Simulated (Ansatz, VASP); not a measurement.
## One calculation of HgSb2, two programs

```
Hg Sb
1.0
    -2.21455    2.21455    5.63679
     2.21455   -2.21455    5.63679
     2.21455    2.21455   -5.63679
Hg Sb
1 2
Direct
  0.00000 0.00000 0.00000
  0.75510 0.75510 0.00000
  0.24490 0.24490 0.00000
```

Alike in both runs: functional PBE; k mesh 14 × 14 × 14; occupations gaussian, width 0.1 eV; no spin polarisation.

Ansatz relaxed the structure, and its values are those at the end. VASP's run is a single point on that final structure, the one shown.

```csv
,VASP,Ansatz
version,VASP 6.6.1,Ansatz 0.2.0
potentials or method,"VASP PAW PBE potentials, release 64 (Hg, Sb), cutoff 520 eV","scalar-relativistic, plane waves, PAW"
valence electrons in the cell,22,50
```

|  | VASP | Ansatz | Ansatz less VASP |
| --- | --- | --- | --- |
| gap on the k mesh at the Fermi level (eV) | none | none | - |
| pressure (GPa) | 0.0 | 0.0 | -0.03 |
| rms of the force components (eV/Å) | 0.010 | 0.000 | -0.0097 |

A gap of «none» marks a metal or a gap that the smearing closes. The functional is the same, so the differences come from potentials, cutoffs and numerics. VASP's potentials hold 22 valence electrons a cell and Ansatz's 50, so a difference there can come from the potentials and not from the codes.

Spin-orbit coupling is off throughout.
